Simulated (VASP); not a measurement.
# NaCl (Fm-3m) in VASP: a series of runs, part 2 of 2

VASP 6.6.1. The steps go on from the part before.

**5. Single point, HF**

This run uses another cell than the first one, of 24.08 Å³/atom, 1.104 times its volume.

Contents of POSCAR:

```
NaCl
1.0
    0.0000000000      2.8877399427      2.8877399427
    2.8877399427      0.0000000000      2.8877399427
    2.8877399427      2.8877399427      0.0000000000
Cl Na
1 1
Direct
    0.5000000000      0.5000000000      0.5000000000
    0.0000000000      0.0000000000      0.0000000000
```

Contents of INCAR.step1:

```
ALGO = Normal ; EDIFF = 1E-5
ENCUT = 520 ; GGA = PE
ISIF = 2 ; ISMEAR = -1
LASPH = T ; LCHARG = F
LREAL = F ; LWAVE = T
NBANDS = 14 ; NELM = 100
PREC = Accurate ; SIGMA = 0.05
```

Contents of INCAR.step2:

```
AEXX = 1.0 ; AGGAC = 0.0
ALDAC = 0.0 ; ALGO = Normal
EDIFF = 1E-6 ; ENCUT = 520
GGA = PE ; ISIF = 2
ISMEAR = -1 ; ISTART = 1
LASPH = T ; LCHARG = F
LHFCALC = T ; LREAL = F
LWAVE = F ; NBANDS = 14
NELM = 100 ; PREC = Accurate
PRECFOCK = Normal ; SIGMA = 0.05
```

Contents of KPOINTS:

```
k-points
0
Gamma
  4 4 4
```

Potentials or basis: VASP PAW PBE potentials, release 64 (Cl, Na_pv).

Started as:

```console
$ cat potpaw_PBE.64/Cl/POTCAR potpaw_PBE.64/Na_pv/POTCAR > POTCAR
$ cp INCAR.step1 INCAR
$ mpirun -np 1 vasp_std > vasp.out
$ cp INCAR.step2 INCAR
$ mpirun -np 1 vasp_std > vasp.out
```

OUTCAR:

```text
AEXX = 1.0
   EDIFF = 1E-6
   ENCUT = 520
   GGA = PE
   ISIF = 2
   ISMEAR = -1
   ISTART = 1
   LASPH = T
   LHFCALC = T
   LREAL = F
   NELM = 100
   PREC = Accurate
   PRECFOCK = Normal

 ion  position               nearest neighbor table
   1  0.500  0.500  0.500-
   2  0.000  0.000  0.000-

  LATTYP: Found a face centered cubic cell.
 ALAT       =     5.7754798854

  Lattice vectors:
[... 308 lines left out ...]
     12      19.3435      0.00000
     13      19.3435      0.00000
     14      20.4456      0.00000

------------------------ aborting loop because EDIFF is reached ----------------------------------------

  FORCE on cell =-STRESS in cart. coord.  units (eV):
  Direction    XX          YY          ZZ          XY          YZ          ZX
  --------------------------------------------------------------------------------------
  -------------------------------------------------------------------------------------
  Total       -0.0405797     -0.0405797     -0.0405797      0.0000000      0.0000000     -0.0000000
  in kB       -1.3499429     -1.3499429     -1.3499429      0.0000000      0.0000000     -0.0000000
  external PRESSURE =      -1.3499429 kB  Pullay stress =       0.0000000 kB

 VOLUME and BASIS-vectors are now :
 -----------------------------------------------------------------------------
  energy-cutoff  :      520.00
  volume of cell :       48.16
      direct lattice vectors                 reciprocal lattice vectors
     0.000000000  2.887739943  2.887739943    -0.173145785  0.173145785  0.173145785
     2.887739943  0.000000000  2.887739943     0.173145785 -0.173145785  0.173145785
     2.887739943  2.887739943  0.000000000     0.173145785  0.173145785 -0.173145785

 POSITION                                       TOTAL-FORCE (eV/Angst)
 -----------------------------------------------------------------------------------
      2.88774      2.88774      2.88774         0.000000      0.000000     -0.000000
      0.00000      0.00000      0.00000        -0.000000     -0.000000      0.000000
 -----------------------------------------------------------------------------------
    total drift:                                0.000000      0.000000      0.000000

  FREE ENERGIE OF THE ION-ELECTRON SYSTEM (eV)
  ---------------------------------------------------
  free  energy   TOTEN  =       -12.4382075811 eV

  energy  without entropy=      -12.4382075810  energy(sigma->0) =      -12.43820758
```

OUTCAR.step1:

```text
EDIFF = 1E-5
   ENCUT = 520
   GGA = PE
   ISIF = 2
   ISMEAR = -1
[... 337 lines left out ...]
 -----------------------------------------------------------------------------------
      2.88774      2.88774      2.88774        -0.000000      0.000000     -0.000000
      0.00000      0.00000      0.00000         0.000000     -0.000000      0.000000
 -----------------------------------------------------------------------------------
    total drift:                                0.000000      0.000000      0.000000

  FREE ENERGIE OF THE ION-ELECTRON SYSTEM (eV)
  ---------------------------------------------------
  free  energy   TOTEN  =        -6.7710949083 eV

  energy  without entropy=       -6.7710949082  energy(sigma->0) =       -6.77109491
```

It took 2.9 min on 1 thread of Intel Xeon Platinum 8375C at 2.90GHz (Ice Lake), shared host; peak memory 0.17 GiB.

What came out:

```
Free energy            : -12.4382 eV
Pressure               : -0.1 GPa
Band gap on the k mesh : 13.40 eV, direct
```

Caveat: the k points lie up to 0.47 Å⁻¹ apart; the PAW data sets were made with another functional, which shifts forces and pressure a little.

**6. Relaxation of cell and atoms, HF**

Contents of POSCAR:

```
NaCl
1.0
    0.0000000000      2.7940632177      2.7940632177
    2.7940632177      0.0000000000      2.7940632177
    2.7940632177      2.7940632177      0.0000000000
Cl Na
1 1
Direct
    0.5000000000      0.5000000000      0.5000000000
    0.0000000000      0.0000000000      0.0000000000
```

Contents of INCAR.step1:

```
SYSTEM = NaCl
PREC = Accurate
ENCUT = 600
EDIFF = 1E-5
ISMEAR = -1
SIGMA = 0.05
LREAL = .False.
LASPH = .True.
NELM = 100
ALGO = Normal
LWAVE = .True.
LCHARG = .False.
GGA = PE
NBANDS = 14
```

Contents of INCAR.step2:

```
SYSTEM = NaCl
PREC = Accurate
ENCUT = 600
EDIFF = 1E-6
ISMEAR = -1
SIGMA = 0.05
LREAL = .False.
LASPH = .True.
NELM = 100
ALGO = Normal
ISIF = 3
LWAVE = .False.
LCHARG = .False.
GGA = PE
LHFCALC = .True.
AEXX = 1.0
ALDAC = 0.0
AGGAC = 0.0
PRECFOCK = Normal
IBRION = 2
NSW = 60
EDIFFG = -0.01
ISTART = 1
```

Contents of KPOINTS:

```
regular mesh
0
Gamma
  4 4 4
  0 0 0
```

Potentials or basis: VASP PAW PBE potentials, release 64 (Cl, Na_pv).

Started as:

```console
$ cat potpaw_PBE.64/Cl/POTCAR potpaw_PBE.64/Na_pv/POTCAR > POTCAR
$ cp INCAR.step1 INCAR
$ mpirun -np 1 vasp_std > vasp.out
$ cp INCAR.step2 INCAR
$ mpirun -np 1 vasp_std > vasp.out
```

It took 6.9 min on 1 thread of Intel Xeon Platinum 8375C at 2.90GHz (Ice Lake), shared host; peak memory 0.18 GiB.

It converged, with:

```yaml
Free_energy: -12.4379 eV
Relaxed_volume: 24.03 Å³/atom
Relaxed_cell: a = 4.081 Å, b = 4.081 Å, c = 4.081 Å, α = 60.00°, β = 60.00°, γ = 60.00°
Space_group_after_relaxing_to_0.05_Å: Fm-3m (No. 225)
Energy_gained_by_relaxing: 16.5 meV/atom
Ionic_steps: 3
Pressure_after_relaxing: -0.1 GPa
Band_gap_on_the_k_mesh: 13.41 eV, direct
```

The path:
```csv
step,energy change (eV),largest force (eV/Å),pressure (GPa),volume (Å³)
1,0.0000,0.0000,2.66,43.63
2,-0.0266,0.0000,1.07,45.95
3,-0.0329,0.0000,-0.06,48.07
```

Final structure:
```
Cl Na
1.0
     0.00000    2.88580    2.88580
     2.88580    0.00000    2.88580
     2.88580    2.88580    0.00000
Cl Na
1 1
Direct
  0.50000 0.50000 0.50000
  0.00000 0.00000 0.00000
```

Levels at points of the mesh, in eV from the valence-band top:
```csv
k point,band 5,band 6,band 7,band 8,band 9,band 10
"(0.00, 0.00, 0.00)",0.00,0.00,0.00,13.41,20.03,20.03
"(0.50, 0.00, 0.00)",-2.15,-0.30,-0.30,15.63,19.53,19.92
"(0.50, 0.50, 0.00)",-1.91,-0.71,-0.71,16.20,16.51,20.12
```

Caveat: the k points lie up to 0.47 Å⁻¹ apart in the final cell; the PAW data sets were made with another functional, which shifts forces and pressure a little.

**7. Summary**

```csv
task,level,cell,k mesh,cutoff (eV),smearing,grid for exact exchange (PRECFOCK),screening parameter,gap on the mesh (eV),pressure (GPa),relaxed volume (Å³/atom)
relaxation of cell and atoms,revPBE,"relaxed from a = 3.951 Å, angles 60.0°, 2 atoms",8 × 8 × 8,600,fermi-dirac 0.05 eV,-,-,5.04,0.0,24.75
single point,PBE,"a = 3.925 Å, angles 60.0°, 2 atoms",8 × 8 × 8,500,fermi-dirac 0.05 eV,-,-,5.30,2.1,-
single point,HSE06+D3(BJ),"a = 3.951 Å, angles 60.0°, 2 atoms",4 × 4 × 4,520,gaussian 0.05 eV,Normal,0.2079 1/Å,6.59,-1.0,-
single point,HF,"a = 4.084 Å, angles 60.0°, 2 atoms",4 × 4 × 4,520,fermi-dirac 0.05 eV,Normal,-,13.40,-0.1,-
relaxation of cell and atoms,HF,"relaxed from a = 3.951 Å, angles 60.0°, 2 atoms",4 × 4 × 4,600,fermi-dirac 0.05 eV,Normal,-,13.41,-0.1,24.03
```

Alike in all rows: potentials or basis VASP PAW PBE potentials, release 64 (Cl, Na_pv); no spin polarisation.

Caveats: some runs use coarse meshes; the PAW data sets were made with another functional, which shifts forces and pressure a little (some runs).

Total energies depend on the potentials used, so only differences within one code and one set of settings carry meaning.
